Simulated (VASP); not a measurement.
A run of VASP 6.6.1 is set up as follows.

Contents of INCAR:

```
SYSTEM = I
ALGO = Normal
EDIFF = 1E-6
ENCUT = 520
GGA = PE
ISIF = 2
ISMEAR = 0
IVDW = 12
LASPH = .True.
LCHARG = .False.
LREAL = .False.
LWAVE = .False.
NBANDS = 22
NELM = 80
PREC = Accurate
SIGMA = 0.02
```

KPOINTS

```
k-points
0
Gamma
  9 9 9
  0 0 0
```

File POSCAR:

```
I
1.0
    3.2627276874     -2.1033699339      0.0000000000
    3.2627276874      2.1033699339      0.0000000000
    0.0000000000      0.0000000000      9.3905234313
I
4
Direct
    0.8108884761      0.1891115239      0.8765525662
    0.3108884761      0.6891115239      0.6234474338
    0.1891115239      0.8108884761      0.1234474338
    0.6891115239      0.3108884761      0.3765525662
```

Potentials or basis: VASP PAW PBE potentials, release 64 (I).

Run with:

```sh
$ cat potpaw_PBE.64/I/POTCAR > POTCAR
$ mpirun -np 1 vasp_std > vasp.out
```

**Question.** Estimate the pressure.

**Answer.** 4.9 GPa.

**Question.** Estimate the largest force.

**Answer.** 0.014 eV/Å.

Forces on the atoms (eV/Å):
```
I    0.000 -0.010  0.011
I    0.000 -0.010 -0.011
I    0.000  0.010 -0.011
I    0.000  0.010  0.011
```
